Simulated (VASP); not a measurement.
Write the native input for VASP 6.6.1 that does the following.

* Task: single point
* Functional: PBEsol
* Potentials or basis: VASP PAW PBE potentials, release 64 (Ru_pv)
* Cutoff: 520 eV
* k mesh: 2 × 2 × 2
* Occupations: methfessel-paxton, width 0.1 eV
* Spin: no spin polarisation
* Dipole correction: no
* Further INCAR settings: LREAL = Auto; ALGO = Normal; EDIFF = 1e-06; NBANDS = 276

The structure of Ru lies in POSCAR:

```
Ru
1.0
    8.1680144712      0.0000000871      0.0000000000
   -4.0840073110      7.0737079870      0.0000000000
    0.0000000000      0.0000000000      8.5740128135
Ru
36
Direct
    0.1111111111      0.2222222222      0.1250000000
    0.2222222222      0.1111111111      0.3750000000
    0.1111111111      0.2222222222      0.6250000000
    0.2222222222      0.1111111111      0.8750000000
    0.1111111111      0.5555555556      0.1250000000
    0.2222222222      0.4444444444      0.3750000000
    0.1111111111      0.5555555556      0.6250000000
    0.2222222222      0.4444444444      0.8750000000
    0.1111111111      0.8888888889      0.1250000000
    0.2222222222      0.7777777778      0.3750000000
    0.1111111111      0.8888888889      0.6250000000
    0.2222222222      0.7777777778      0.8750000000
    0.4444444444      0.2222222222      0.1250000000
    0.5555555556      0.1111111111      0.3750000000
    0.4444444444      0.2222222222      0.6250000000
    0.5555555556      0.1111111111      0.8750000000
    0.4444444444      0.5555555556      0.1250000000
    0.5555555556      0.4444444444      0.3750000000
    0.4444444444      0.5555555556      0.6250000000
    0.5555555556      0.4444444444      0.8750000000
    0.4444444444      0.8888888889      0.1250000000
    0.5555555556      0.7777777778      0.3750000000
    0.4444444444      0.8888888889      0.6250000000
    0.5555555556      0.7777777778      0.8750000000
    0.7777777778      0.2222222222      0.1250000000
    0.8888888889      0.1111111111      0.3750000000
    0.7777777778      0.2222222222      0.6250000000
    0.8888888889      0.1111111111      0.8750000000
    0.7777777778      0.5555555556      0.1250000000
    0.8888888889      0.4444444444      0.3750000000
    0.7777777778      0.5555555556      0.6250000000
    0.8888888889      0.4444444444      0.8750000000
    0.7777777778      0.8888888889      0.1250000000
    0.8888888889      0.7777777778      0.3750000000
    0.7777777778      0.8888888889      0.6250000000
    0.8888888889      0.7777777778      0.8750000000
```

One way to write it, as run:

INCAR

```
ALGO = Normal ; EDIFF = 1E-6
ENCUT = 520 ; GGA = PS
ISIF = 2 ; ISMEAR = 1
KPAR = 2 ; LASPH = T
LCHARG = F ; LREAL = Auto
LWAVE = F ; NBANDS = 276
NCORE = 2 ; NELM = 100
PREC = Accurate ; SIGMA = 0.1
```

KPOINTS

```
k-points
0
Gamma
  2 2 2
```

Potentials or basis: VASP PAW PBE potentials, release 64 (Ru_pv).

Command:

```sh
$ cat potpaw_PBE.64/Ru_pv/POTCAR > POTCAR
$ mpirun -np 4 vasp_std > vasp.out
```

It gave:

```yaml
Pressure: -9.9 GPa
Band_gap_on_the_k_mesh: zero (bands 252 and 253 overlap by 0.34 eV)
```

Caveat: the k points lie up to 0.44 Å⁻¹ apart; the PAW data sets were made with another functional, which shifts forces and pressure a little.

Run time: 6.2 min on 4 MPI ranks on Intel(R) Xeon(R) Platinum 8559C (Emerald Rapids), with other jobs on the host, peak memory 0.45 GiB a rank.
